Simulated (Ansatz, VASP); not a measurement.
## Al5Ru3: VASP beside Ansatz

Contents of POSCAR:

```
Al5Ru3
1.0
    3.7992718750      0.0000000000      0.0000000000
    0.0000000000      3.9171888443      0.0000000000
    0.0000000000      0.0000000000      7.8588436143
Ru Al
3 5
Direct
    0.0000000000      0.5000000000      0.2648736044
    0.0000000000      0.5000000000      0.7351263956
    0.5000000000      0.5000000000      0.0000000000
    0.0000000000      0.0000000000      0.0000000000
    0.0000000000      0.0000000000      0.5000000000
    0.5000000000      0.5000000000      0.5000000000
    0.5000000000      0.0000000000      0.2423326368
    0.5000000000      0.0000000000      0.7576673632
```

Contents of INCAR.step1:

```
ALGO = Normal
EDIFF = 1E-4
ENCUT = 520
GGA = PE
ISMEAR = 0
LASPH = True
LCHARG = False
LREAL = False
LWAVE = True
NBANDS = 38
NELM = 100
PREC = Accurate
SIGMA = 0.1
```

Contents of INCAR.step2:

```
ALGO = Normal
EDIFF = 1E-6
ENCUT = 520
ISIF = 2
ISMEAR = 0
ISTART = 1
LASPH = True
LCHARG = False
LMIXTAU = True
LREAL = False
LWAVE = False
METAGGA = R2SCAN
NBANDS = 38
NELM = 100
PREC = Accurate
SIGMA = 0.1
```

File KPOINTS:

```
k-points
0
Gamma
  6 6 2
```

Input for Ansatz:

```yaml
crystal:
  lattice:
    - [3.799271875, 0.0, 0.0]
    - [0.0, 3.9171888443, 0.0]
    - [0.0, 0.0, 7.8588436143]
  atoms:
    - { symbol: Ru, position: [0.0, 0.5, 0.2648736044] }
    - { symbol: Ru, position: [0.0, 0.5, 0.7351263956] }
    - { symbol: Ru, position: [0.5, 0.5, 0.0] }
    - { symbol: Al, position: [0.0, 0.0, 0.0] }
    - { symbol: Al, position: [0.0, 0.0, 0.5] }
    - { symbol: Al, position: [0.5, 0.5, 0.5] }
    - { symbol: Al, position: [0.5, 0.0, 0.2423326368] }
    - { symbol: Al, position: [0.5, 0.0, 0.7576673632] }
basis:
  ecutwfc: 500
kpoints:
  mp_grid: { grid: [6, 6, 2] }
hamiltonian:
  xc: r2scan
scf:
  occupations: { method: gaussian, width: 0.1 }
output:
  forces: true
  stress: true
  eigenvalues: true
```

Alike in both runs: task single point; functional r2SCAN; k mesh 6 × 6 × 2; occupations gaussian, width 0.1 eV; no spin polarisation.

|  | VASP | Ansatz |
| --- | --- | --- |
| version | VASP 6.6.1 | Ansatz 0.2.0 |
| potentials or method | VASP PAW PBE potentials, release 64 (Ru_pv, Al), cutoff 520 eV | scalar-relativistic, plane waves, PAW |
| valence electrons in the cell | 57 | 63 |

VASP gave:

- gap on the k mesh at the Fermi level (eV): none
- pressure (GPa): -8.4
- traceless stress, the component that is largest in VASP (GPa): -8.34
- rms of the force components (eV/Å): 0.284

What did Ansatz give for the same quantities?

gap on the k mesh at the Fermi level (eV): none; pressure (GPa): -8.4; traceless stress, the component that is largest in VASP (GPa): -8.32; rms of the force components (eV/Å): 0.285.

VASP's potentials were made for PBE, not for r2SCAN. Atom by atom the forces differ by 0.002 eV/Å (rms over components). A gap of «none» marks a metal or a gap that the smearing closes. VASP's potentials hold 57 valence electrons a cell and Ansatz's 63, so a difference there can come from the potentials and not from the codes.

The k mesh is coarse, so the values compare programs but aren't converged.
